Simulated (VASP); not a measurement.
Write the native input for VASP 6.6.1 that does the following.

| Property | Result |
| --- | --- |
| Task | relaxation of the atoms |
| Functional | PBE |
| Potentials or basis | VASP PAW PBE potentials, release 64 (B, P) |
| Cutoff | 520 eV |
| k mesh | 16 × 16 × 16 |
| Occupations | fermi-dirac, width 0.02 eV |
| Spin | no spin polarisation |
| Dipole correction | no |
| Further INCAR settings | ALGO = Normal; EDIFF = 1e-07; IBRION = 2; EDIFFG = -0.02; NSW = 80 |

The structure of BP lies in POSCAR:

```
BP
1.0
    0.0000000000      2.2690000000      2.3370700000
    2.2690000000      0.0000000000      2.3370700000
    2.2690000000      2.2690000000      0.0000000000
B P
1 1
Direct
    0.0000000000      0.0000000000      0.0000000000
    0.2500000000      0.2500000000      0.2500000000
```

This cell differs from its parent crystal: z stretched by +3 %.

One way to write it, as run:

INCAR

```
PREC = Accurate
ENCUT = 520
EDIFF = 1E-7
ISMEAR = -1
SIGMA = 0.02
LREAL = F
LASPH = T
NELM = 60
ALGO = Normal
ISIF = 2
LWAVE = F
LCHARG = F
GGA = PE
IBRION = 2
NSW = 80
EDIFFG = -0.02
```

KPOINTS

```
regular mesh
0
Gamma
  16 16 16
```

Potentials or basis: VASP PAW PBE potentials, release 64 (B, P).

Run with:

```bash
$ cat potpaw_PBE.64/B/POTCAR potpaw_PBE.64/P/POTCAR > POTCAR
$ mpirun -np 1 vasp_std > vasp.out
```

Results of the run:

- Pressure after relaxing: -3.7 GPa
- Band gap on the k mesh: 1.08 eV (least direct gap 3.21 eV)

Caveat: the cell differs from its parent crystal (z stretched by +3 %).

Wall time 40 s on 1 thread of Intel Xeon 8259CL, on a shared host, peak memory 0.19 GiB.
